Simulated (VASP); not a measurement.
Write the native input for VASP 6.6.1 that does the following.

```
Task                   : single point
Functional             : LDA
Potentials or basis    : VASP PAW LDA potentials, release 64 (Ta_pv)
Cutoff                 : 520 eV
k mesh                 : 16 × 16 × 16
Occupations            : fermi-dirac, width 0.05 eV
Spin                   : no spin polarisation
Dipole correction      : no
Further INCAR settings : ALGO = Normal; EDIFF = 1e-06; NBANDS = 12
```

The structure of Ta lies in POSCAR:

```
Ta
1.0
   -1.4089554138      1.4089554138      1.4089554138
    1.4089554138     -1.4089554138      1.4089554138
    1.4089554138      1.4089554138     -1.4089554138
Ta
1
Direct
    0.0000000000      0.0000000000      0.0000000000
```

This cell differs from its parent crystal: volume scaled by 0.65.

One way to write it, as run:

INCAR

```
PREC = Accurate
ENCUT = 520
EDIFF = 1E-6
ISMEAR = -1
SIGMA = 0.05
LREAL = False
LASPH = True
NELM = 100
ALGO = Normal
ISIF = 2
LWAVE = False
LCHARG = False
NBANDS = 12
```

KPOINTS

```
regular mesh
0
Gamma
  16 16 16
```

Potentials or basis: VASP PAW LDA potentials, release 64 (Ta_pv).

Run with:

```bash
$ cat potpaw_LDA.64/Ta_pv/POTCAR > POTCAR
$ mpirun -np 1 vasp_std > vasp.out
```

Results of the run:

- Pressure: 214.6 GPa

Run time: 5.2 s on 1 thread of Intel(R) Xeon(R) 6975P-C (Granite Rapids), with other jobs on the host, peak memory 0.13 GiB.
